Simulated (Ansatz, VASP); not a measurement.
Tl: VASP beside Ansatz

Contents of INCAR:

```
PREC = Accurate
ENCUT = 520
EDIFF = 1E-8
ISMEAR = -1
SIGMA = 0.05
LREAL = False
LASPH = True
NELM = 80
ALGO = Normal
ISIF = 2
LWAVE = False
LCHARG = False
GGA = PS
LEFG = True
NBANDS = 20
```

Contents of KPOINTS:

```
Automatic mesh
0
Gamma
  8 8 8
```

The input POSCAR:

```
Tl
1.0
    0.0000000000      3.4017220227      3.4017220227
    3.4017220227      0.0000000000      3.4017220227
    3.4017220227      3.4017220227      0.0000000000
Tl
2
Direct
   -0.2375000000     -0.0875000000     -0.0875000000
    0.2375000000      0.0875000000      0.0875000000
```

Input for Ansatz:

```yaml
crystal:
  lattice:
    - [0.0, 3.4017220227, 3.4017220227]
    - [3.4017220227, 0.0, 3.4017220227]
    - [3.4017220227, 3.4017220227, 0.0]
  atoms:
    - { symbol: Tl, position: [-0.2375, -0.0875, -0.0875] }
    - { symbol: Tl, position: [0.2375, 0.0875, 0.0875] }
kpoints:
  mp_grid: { grid: [8, 8, 8] }
scf:
  occupations: { method: fermi_dirac, width: 0.05 }
hamiltonian:
  xc: pbesol
  pseudopotentials: { kind: paw }
output:
  forces: true
  stress: true
  eigenvalues: true
  efg: { contact_densities: true }
  populations: true
  write_density: true
  write_potential: true
  elf: true
  volumetric_format: npy
```

Change from the starting cell: shortest bond scaled by 0.7, PAW files.

Alike in both runs: task electric field gradients; functional PBEsol; k mesh 8 × 8 × 8; occupations fermi-dirac, width 0.05 eV; no spin polarisation.

|  | VASP | Ansatz |
| --- | --- | --- |
| version | VASP 6.6.1 | Ansatz 0.2.0 |
| potentials or method | VASP PAW PBE potentials, release 64 (Tl_d) | PAW with Ansatz's default frozen-core files, scalar-relativistic |
| plane-wave cutoff (eV) | 520 | 420 |
| valence electrons in the cell | 26 | 26 |

|  | VASP | Ansatz | Ansatz less VASP |
| --- | --- | --- | --- |
| pressure (GPa) | 25.9 | 25.5 | -0.34 |
| traceless stress, the component that is largest in VASP (GPa) | -29.59 | -29.16 | +0.429 |
| rms of the force components (eV/Å) | 12.404 | 12.220 | -0.1843 |
| size of Vzz on the site where it differs most (V/Å²) | 686.8 | 478.9 | -207.96 |

VASP's potentials were made for PBE, not for PBEsol. Atom by atom the forces differ by 0.184 eV/Å (rms over components).

Neither program's run includes spin-orbit coupling.
